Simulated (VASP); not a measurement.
Input of a VASP 6.6.1 run:

The input INCAR:

```
PREC = Accurate
ENCUT = 520
EDIFF = 1E-7
ISMEAR = 0
SIGMA = 0.01
LREAL = F
LASPH = T
NELM = 60
ALGO = Normal
ISIF = 2
LWAVE = F
LCHARG = F
GGA = PE
NBANDS = 20
```

KPOINTS

```
regular mesh
0
Gamma
  6 6 2
```

Contents of POSCAR:

```
SnSe2
1.0
    3.8251638404      0.0000000000      0.0000000000
   -1.9125819202      3.3126890594      0.0000000000
    0.0000000000      0.0000000000      6.2270561301
Sn Se
1 2
Direct
    0.0000000000      0.0000000000      0.0000000000
    0.3333333333      0.6666666667      0.2530760434
    0.6666666667      0.3333333333      0.7469239566
```

Potentials or basis: VASP PAW PBE potentials, release 64 (Sn_d, Se).

Run with:

```bash
$ cat potpaw_PBE.64/Sn_d/POTCAR potpaw_PBE.64/Se/POTCAR > POTCAR
$ mpirun -np 1 vasp_std > vasp.out
```

Predict the largest force.

0.263 eV/Å.

What does it give for the band gap on the k mesh?

0.79 eV, indirect (least direct gap 1.12 eV).

Predict the pressure.

3.0 GPa.

Forces on the atoms (eV/Å):
```
Sn   0.000  0.000  0.000
Se   0.000  0.000  0.263
Se   0.000  0.000 -0.263
```

Caveat: the k points lie up to 0.50 Å⁻¹ apart; spin-orbit coupling is left out, which moves the levels of the heavy elements; this functional lacks dispersion, which binds the layers, so the pressure and a relaxed spacing across them are unreliable. A k mesh can miss the band edges.
